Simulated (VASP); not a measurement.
Set up this calculation in VASP 6.6.1, as the native input.

```yaml
Task: single point
Functional: PBEsol
Potentials_or_basis: VASP PAW PBE potentials, release 64 (Ni, O)
Cutoff: 520 eV
k_mesh: 12 × 12 × 12
Occupations: gaussian, width 0.02 eV
Spin: no spin polarisation
Dipole_correction: no
Further_INCAR_settings: ALGO = Normal; EDIFF = 1e-06; NBANDS = 18
```

The structure of NiO2 lies in POSCAR:

```
NiO2
1.0
    1.3920106568      0.8036777274      7.1859895338
   -1.3920106568      0.8036777274      7.1859895338
    0.0000000000     -1.6073554549      7.1859895338
Ni O
1 2
Direct
    0.0000000000      0.0000000000      0.0000000000
    0.6233861160      0.6233861160      0.6233861160
    0.3766138840      0.3766138840      0.3766138840
```

One way to write it, as run:

INCAR

```
PREC = Accurate ; ENCUT = 520
EDIFF = 1E-6 ; ISMEAR = 0
SIGMA = 0.02 ; LREAL = F
LASPH = T ; NELM = 60
ALGO = Normal ; ISIF = 2
LWAVE = F ; LCHARG = F
GGA = PS ; NBANDS = 18
```

KPOINTS

```
regular mesh
0
Gamma
  12 12 12
```

Potentials or basis: VASP PAW PBE potentials, release 64 (Ni, O).

Launch:

```console
$ cat potpaw_PBE.64/Ni/POTCAR potpaw_PBE.64/O/POTCAR > POTCAR
$ mpirun -np 1 vasp_std > vasp.out
```

Results of the run:

| Item | Value |
| --- | --- |
| Pressure | 0.4 GPa |
| Largest force | 0.066 eV/Å |
| Band gap on the k mesh | 1.27 eV (least direct gap 1.50 eV) |

Caveat: the PAW data sets were made with another functional, which shifts forces and pressure a little; the run has no spin polarisation, though such a crystal can be magnetic.

It took 26 min on 1 thread of Intel(R) Xeon(R) Platinum 8259CL CPU @ 2.50GHz (Skylake/Cascade Lake), on a shared host, peak memory 0.5 GiB.
